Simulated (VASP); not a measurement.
# Cr (Im-3m) in VASP: notebook, part 2 of 3

VASP 6.6.1. Earlier steps stand in the parts before.

## Step 3: Single point, PBEsol+U, collinear spin, ferromagnetic start

Input file INCAR:

```
PREC     = Accurate       # precision mode
ENCUT    = 520            # plane-wave cutoff, eV
EDIFF    = 1E-7           # SCF threshold, eV
ISMEAR   = -1             # smearing method
SIGMA    = 0.05           # smearing width, eV
LREAL    = False          # projectors in reciprocal space
LASPH    = True           # aspherical terms in the spheres
NELM     = 150            # most SCF steps
ALGO     = Normal         # electronic algorithm
ISIF     = 2              # what is computed and relaxed
LWAVE    = False          # write WAVECAR
LCHARG   = False          # write CHGCAR
ISPIN    = 2              # spin polarisation
MAGMOM   = 3              # initial moments
LORBIT   = 11             # projections on sites
LMAXMIX  = 4              # l up to which the mixer works
LDAU     = True           # DFT+U
LDAUTYPE = 2            
LDAUL    = 2              # shell
LDAUU    = 2              # U, eV
LDAUJ    = 0            
LDAUPRINT= 1            
GGA      = PS             # functional
NBANDS   = 16             # bands
```

Input file KPOINTS:

```
Automatic mesh
0
Gamma
  12 12 12
```

Input file POSCAR:

```
Cr
1.0
   -1.4844496776      1.4844496776      1.4844496776
    1.4844496776     -1.4844496776      1.4844496776
    1.4844496776      1.4844496776     -1.4844496776
Cr
1
Direct
    0.0000000000      0.0000000000      0.0000000000
```

Potentials or basis: VASP PAW PBE potentials, release 64 (Cr_pv).

The run is started by

```sh
$ cat potpaw_PBE.64/Cr_pv/POTCAR > POTCAR
$ mpirun -np 1 vasp_std > vasp.out
```

OUTCAR:

```text
PREC = Accurate
   ENCUT = 520
   EDIFF = 1E-7
   ISMEAR = -1
   LREAL = False
   LASPH = True
   NELM = 150
   ISIF = 2
   ISPIN = 2
   LORBIT = 11
   GGA = PS

 ion  position               nearest neighbor table
   1  0.000  0.000  0.000-

  LATTYP: Found a body centered cubic cell.
 ALAT       =     2.9688993552

  Lattice vectors:

 A1 = (  -1.4844496776,   1.4844496776,   1.4844496776)
 A2 = (   1.4844496776,  -1.4844496776,   1.4844496776)
 A3 = (   1.4844496776,   1.4844496776,  -1.4844496776)

Analysis of symmetry for initial positions (statically):
=====================================================================
 Subroutine PRICEL returns:
 Original cell was already a primitive cell.

 Routine SETGRP: Setting up the symmetry group for a
 body centered cubic supercell.

 Subroutine GETGRP returns: Found 48 space group operations
 (whereof 48 operations were pure point group operations)
 out of a pool of 48 trial point group operations.

The static configuration has the point symmetry O_h .

Analysis of symmetry for dynamics (positions and initial velocities):
=====================================================================
 Subroutine PRICEL returns:
 Original cell was already a primitive cell.

 Routine SETGRP: Setting up the symmetry group for a
 body centered cubic supercell.

 Subroutine GETGRP returns: Found 48 space group operations
 (whereof 48 operations were pure point group operations)
 out of a pool of 48 trial point group operations.

The dynamic configuration has the point symmetry O_h .

Analysis of structural, dynamic, and magnetic symmetry:
=====================================================================
 Subroutine PRICEL returns:
 Original cell was already a primitive cell.

 Routine SETGRP: Setting up the symmetry group for a
 body centered cubic supercell.

 Subroutine GETGRP returns: Found 48 space group operations
 (whereof 48 operations were pure point group operations)
 out of a pool of 48 trial point group operations.

The overall configuration has the point symmetry O_h .

 Subroutine INISYM returns: Found 48 space group operations
 (whereof 48 operations are pure point group operations),
 and found     1 'primitive' translations

----------------------------------------------------------------------------------------

                                     Primitive cell

  volume of cell :      13.0845

[... 102 lines left out ...]
   EFERMI_NEDOS =   21; number of points for ismear=-14 and -15
   IALGO  =     38    algorithm
   IMIX   =      4    mixing-type and parameters
     AMIX     =   0.40;   BMIX     =  1.00
     AMIX_MAG =   1.60;   BMIX_MAG =  1.00
  volume/ion in A,a.u.               =      13.08        88.30
  Fermi-wavevector in a.u.,A,eV,Ry     =   1.590559  3.005721 34.421077  2.529878
  Thomas-Fermi vector in A             =   2.689235
   LORBIT       =     11    0 simple, 1 ext, 2 COOP (PROOUT), +10 PAW based schemes
 LDA+U is selected, type is set to LDAUTYPE =  2
   angular momentum for each species LDAUL =     2
   U (eV)           for each species LDAUU =   2.0
   J (eV)           for each species LDAUJ =   0.0
   GGA     = PS    functional components
   LHFCALC =     F    Hartree Fock is set to
   AEXX    =    0.0000 exact exchange contribution
   IVDW    =     0    specifies the selected vdW correction
   LEPSILON=     F    determine dielectric tensor
   LRPA    =     F    only Hartree local field effects (RPA)
 spin polarized calculation
  energy-cutoff  :      520.00
  volume of cell :       13.08
 maximum number of plane-waves:       370
   NGX =  9   NGY =  9   NGZ =  9

 number of electron      12.0000008 magnetization       0.0001894

atom =   1  type =  1  l = 2

 onsite density matrix

spin component  1

  0.4963 -0.0000  0.0000 -0.0000 -0.0000
 -0.0000  0.4963 -0.0000 -0.0000 -0.0000
  0.0000 -0.0000  0.2792  0.0000 -0.0000
 -0.0000 -0.0000  0.0000  0.4963 -0.0000
 -0.0000 -0.0000 -0.0000 -0.0000  0.2792

spin component  2

  0.4964 -0.0000  0.0000 -0.0000 -0.0000
 -0.0000  0.4964 -0.0000 -0.0000 -0.0000
  0.0000 -0.0000  0.2792  0.0000 -0.0000
 -0.0000 -0.0000  0.0000  0.4964 -0.0000
 -0.0000 -0.0000 -0.0000 -0.0000  0.2792

 occupancies and eigenvectors

  o =  0.2792  v =  0.0000  0.0000  0.0000  0.0000  0.0000  0.0000 -0.0000 -0.2721 -0.0000 -0.9623      0.0000  0.0000  0.0000  0.0000  0.0000  0.0000  0.0000  0.0000  0.0000  0.0000
  o =  0.2792  v =  0.0000  0.0000  0.0000  0.0000  0.0000  0.0000 -0.0000  0.9623 -0.0000 -0.2721      0.0000  0.0000  0.0000  0.0000  0.0000  0.0000  0.0000  0.0000  0.0000  0.0000
  o =  0.2792  v =  0.0000 -0.0000  0.9195  0.0000 -0.3932  0.0000  0.0000  0.0000  0.0000  0.0000      0.0000  0.0000  0.0000  0.0000  0.0000  0.0000  0.0000  0.0000  0.0000  0.0000
  o =  0.2792  v =  0.0000  0.0000  0.3932 -0.0000  0.9195  0.0000  0.0000  0.0000  0.0000  0.0000      0.0000  0.0000  0.0000  0.0000  0.0000  0.0000  0.0000  0.0000  0.0000  0.0000
  o =  0.4963  v =  0.0000 -0.5695 -0.0000 -0.8220 -0.0000  0.0000  0.0000  0.0000  0.0000  0.0000      0.0000  0.0000  0.0000  0.0000  0.0000  0.0000  0.0000  0.0000  0.0000  0.0000
  o =  0.4963  v =  1.0000  0.0000  0.0000  0.0000  0.0000  0.0000  0.0000  0.0000  0.0000  0.0000      0.0000  0.0000  0.0000  0.0000  0.0000  0.0000  0.0000  0.0000  0.0000  0.0000
  o =  0.4963  v =  0.0000 -0.8220 -0.0000  0.5695  0.0000  0.0000  0.0000  0.0000  0.0000  0.0000      0.0000  0.0000  0.0000  0.0000  0.0000  0.0000  0.0000  0.0000  0.0000  0.0000
  o =  0.4964  v =  0.0000  0.0000  0.0000  0.0000  0.0000  0.0000  0.8866  0.0000 -0.4625 -0.0000      0.0000  0.0000  0.0000  0.0000  0.0000  0.0000  0.0000  0.0000  0.0000  0.0000
  o =  0.4964  v =  0.0000  0.0000  0.0000  0.0000  0.0000  0.0000  0.4625  0.0000  0.8866 -0.0000      0.0000  0.0000  0.0000  0.0000  0.0000  0.0000  0.0000  0.0000  0.0000  0.0000
  o =  0.4964  v =  0.0000  0.0000  0.0000  0.0000  0.0000  1.0000  0.0000  0.0000  0.0000  0.0000      0.0000  0.0000  0.0000  0.0000  0.0000  0.0000  0.0000  0.0000  0.0000  0.0000

 number of electron      12.0000008 magnetization      -0.0000275

 Free energy of the ion-electron system (eV)
  ---------------------------------------------------
  ext. energy  EPLUGINS =         0.00000000
  ---------------------------------------------------
  free energy    TOTEN  =        -7.68567438 eV

  energy without entropy =       -7.68071552  energy(sigma->0) =       -7.68319495

 E-fermi :   9.1545     XC(G=0): -13.1220

 val. band max:        9.1092297312   @ k =  -0.2500   0.3333   0.1667
 cond. band min:       9.1974795965   @ k =  -0.1667   0.1667   0.1667
 fundamental gap:      0.0882498653
 Fermi energy:         9.1545099457

 spin component 1

 k-point     1 :       0.0000    0.0000    0.0000
  band No.  band energies     occupation
      1     -33.6475      1.00000
      2     -33.6475      1.00000
      3     -33.6475      1.00000
      4       1.7356      1.00000
      5       8.3511      1.00000
      6       8.3511      1.00000
[... 895 lines left out ...]
      5       6.9856      1.00000
      6       8.8814      0.99578
[... 8 lines left out ...]
     15      38.4265      0.00000
     16      39.6115      0.00000

 [... further k-points ...]

------------------------ aborting loop because EDIFF is reached ----------------------------------------

  FORCE on cell =-STRESS in cart. coord.  units (eV):
  Direction    XX          YY          ZZ          XY          YZ          ZX
  --------------------------------------------------------------------------------------
  -------------------------------------------------------------------------------------
  Total       -2.4316338     -2.4316338     -2.4316338      0.0000000     -0.0000000      0.0000000
  in kB     -297.7503735   -297.7503735   -297.7503735      0.0000000     -0.0000000      0.0000000
  external PRESSURE =    -297.7503735 kB  Pullay stress =       0.0000000 kB

 VOLUME and BASIS-vectors are now :
 -----------------------------------------------------------------------------
  energy-cutoff  :      520.00
  volume of cell :       13.08
      direct lattice vectors                 reciprocal lattice vectors
    -1.484449678  1.484449678  1.484449678     0.000000000  0.336825160  0.336825160
     1.484449678 -1.484449678  1.484449678     0.336825160  0.000000000  0.336825160
     1.484449678  1.484449678 -1.484449678     0.336825160  0.336825160  0.000000000

 POSITION                                       TOTAL-FORCE (eV/Angst)
 -----------------------------------------------------------------------------------
      0.00000      0.00000      0.00000         0.000000      0.000000      0.000000
 -----------------------------------------------------------------------------------
    total drift:                                0.000000     -0.000000      0.000000

  FREE ENERGIE OF THE ION-ELECTRON SYSTEM (eV)
  ---------------------------------------------------
  free  energy   TOTEN  =        -7.6856743778 eV

  energy  without entropy=       -7.6807155197  energy(sigma->0) =       -7.68319495

 total charge

# of ion       s       p       d       tot
------------------------------------------
    1        0.394   6.343   4.064  10.802

 magnetization (x)

# of ion       s       p       d       tot
------------------------------------------
    1        0.000  -0.000  -0.000  -0.000
```

Wall time 27 s (1 thread of Intel Xeon 8259CL, shared host); peak memory 0.14 GiB.

What came out:

| Property | Result |
| --- | --- |
| Free energy | -7.6857 eV |
| Pressure | -29.8 GPa |
| Band gap on the k mesh | zero (filled and empty bands overlap) |
| Net moment | 0.00 μB per cell |
| Valence electrons inside the program's atomic spheres | Cr 10.80 |

Eigenvalues of the final occupation matrices:
| site | spin | trace | eigenvalues |
| --- | --- | --- | --- |
| site 1 d | 1 | 2.05 | 0.28 0.28 0.50 0.50 0.50 |
| site 1 d | 2 | 2.05 | 0.28 0.28 0.50 0.50 0.50 |

Caveat: the cell stands under tension; an empty level that is flat over the whole mesh can mark a ghost state of the potentials, or a narrow d or f band; the PAW data sets were made with another functional, which shifts forces and pressure a little; the U is typed as a test and isn't derived for this compound. The state reached can hang on the start; a lower one may exist.

## Step 4: Single point, PBEsol+U, collinear spin, ferromagnetic start

Input file INCAR:

```
PREC = Accurate ; ENCUT = 520
EDIFF = 1E-7 ; ISMEAR = -1
SIGMA = 0.05 ; LREAL = False
LASPH = True ; NELM = 150
ALGO = Normal ; ISIF = 2
LWAVE = False ; LCHARG = False
ISPIN = 2 ; MAGMOM = 3
LORBIT = 11 ; LMAXMIX = 4
LDAU = True ; LDAUTYPE = 2
LDAUL = 2 ; LDAUU = 4
LDAUJ = 0 ; LDAUPRINT = 1
GGA = PS ; NBANDS = 16
```

Input file KPOINTS:

```
regular mesh
0
Gamma
  12 12 12
```

POSCAR is that of step 3.

The run is started by

```sh
$ cat potpaw_PBE.64/Cr_pv/POTCAR > POTCAR
$ mpirun -np 1 vasp_std > vasp.out
```

Run time: 34 s. Hardware: 1 thread of Intel Xeon 8259CL, shared host; peak memory 0.15 GiB.

The run converged. Its results:

```yaml
Free_energy: -5.4205 eV
Pressure: -25.0 GPa
Band_gap_on_the_k_mesh: zero (filled and empty bands overlap)
Net_moment: 0.00 μB per cell
Valence_electrons_inside_the_program's_atomic_spheres: Cr 10.79
```

Levels at points of the mesh, in eV from the Fermi level:
Spin up:
```
           k point  band 2  band 3  band 4  band 5  band 6  band 7  band 8  band 9  band 10  band 11
(0.00, 0.00, 0.00)  -42.96  -42.96   -7.51   -1.02   -1.02   -1.02    1.76    1.76     6.72    21.23
(0.50, 0.00, 0.00)  -43.15  -42.96   -3.83   -2.30    0.75    1.44    2.04    2.11     6.71     8.44
(0.50, 0.50, 0.50)  -43.39  -43.39   -2.93   -2.93    1.79    1.79    1.79    6.72     9.41     9.41
```
Spin down:
| k point | band 4 | band 5 | band 6 | band 7 | band 8 | band 9 |
| --- | --- | --- | --- | --- | --- | --- |
| (0.00, 0.00, 0.00) | -7.51 | -1.02 | -1.02 | -1.02 | 1.76 | 1.76 |
| (0.50, 0.00, 0.00) | -3.83 | -2.30 | 0.75 | 1.44 | 2.04 | 2.11 |
| (0.50, 0.50, 0.50) | -2.93 | -2.93 | 1.79 | 1.79 | 1.79 | 6.72 |

Eigenvalues of the final occupation matrices:
```csv
site,spin,trace,eigenvalues
site 1 d,1,2.03,0.23 0.23 0.52 0.52 0.52
site 1 d,2,2.03,0.23 0.23 0.52 0.52 0.52
```

Caveat: the cell stands under tension; an empty level that is flat over the whole mesh can mark a ghost state of the potentials, or a narrow d or f band; the PAW data sets were made with another functional, which shifts forces and pressure a little; the U is typed as a test and isn't derived for this compound.

## Step 5: Single point, PBEsol+U, collinear spin, ferromagnetic start

Input file INCAR:

```
PREC     = Accurate       # precision mode
ENCUT    = 520            # plane-wave cutoff, eV
EDIFF    = 1E-7           # SCF threshold, eV
ISMEAR   = -1             # smearing method
SIGMA    = 0.05           # smearing width, eV
LREAL    = False          # projectors in reciprocal space
LASPH    = True           # aspherical terms in the spheres
NELM     = 150            # most SCF steps
ALGO     = Fast           # electronic algorithm
ISIF     = 2              # what is computed and relaxed
LWAVE    = False          # write WAVECAR
LCHARG   = False          # write CHGCAR
ISPIN    = 2              # spin polarisation
MAGMOM   = 3              # initial moments
LORBIT   = 11             # projections on sites
LMAXMIX  = 4              # l up to which the mixer works
LDAU     = True           # DFT+U
LDAUTYPE = 2            
LDAUL    = 2              # shell
LDAUU    = 6              # U, eV
LDAUJ    = 0            
LDAUPRINT= 1            
GGA      = PS             # functional
NBANDS   = 16             # bands
```

KPOINTS is that of step 4.

POSCAR is that of step 4.

The run is started by

```sh
$ cat potpaw_PBE.64/Cr_pv/POTCAR > POTCAR
$ mpirun -np 1 vasp_std > vasp.out
```

Wall time 41 s (1 thread of Intel Xeon 8259CL, shared host); peak memory 0.15 GiB.

It converged, with:

| Property | Result |
| --- | --- |
| Free energy | -4.6981 eV |
| Pressure | 67.1 GPa |
| Net moment | 4.57 μB per cell |
| Site moments | Cr +4.25 μB |
| Valence electrons inside the program's atomic spheres | Cr 11.04 |

Levels at points of the mesh, in eV from the Fermi level:
Spin up:
```csv
k point,band 4,band 5,band 6,band 7,band 8,band 9,band 10,band 11,band 12,band 13
"(0.00, 0.00, 0.00)",-9.13,-3.34,-3.34,-3.34,-1.75,-1.75,7.14,19.47,19.47,19.47
"(0.50, 0.00, 0.00)",-6.51,-4.75,-1.66,-1.48,-0.76,0.16,6.65,7.14,14.41,17.45
"(0.50, 0.50, 0.50)",-6.64,-6.64,-0.20,-0.20,-0.20,7.14,7.88,7.88,7.88,13.12
```
Spin down:
```tsv
k point	band 1	band 2	band 3	band 4	band 5	band 6	band 7	band 8	band 9
(0.00, 0.00, 0.00)	-38.72	-38.72	-38.72	-6.95	5.07	5.07	5.07	7.01	7.01
(0.50, 0.00, 0.00)	-39.47	-38.96	-38.73	-0.68	1.34	3.18	7.03	7.56	8.97
(0.50, 0.50, 0.50)	-39.24	-39.24	-39.24	0.37	0.37	8.54	8.54	8.54	10.31
```

Eigenvalues of the final occupation matrices:
```
    site  spin  trace               eigenvalues
site 1 d     1   4.29  0.84 0.84 0.84 0.89 0.89
site 1 d     2   0.11  0.02 0.02 0.02 0.03 0.03
```

Caveat: the cell stands under pressure; the PAW data sets were made with another functional, which shifts forces and pressure a little; the U is typed as a test and isn't derived for this compound.

(Part 2 of 3 ends here.)
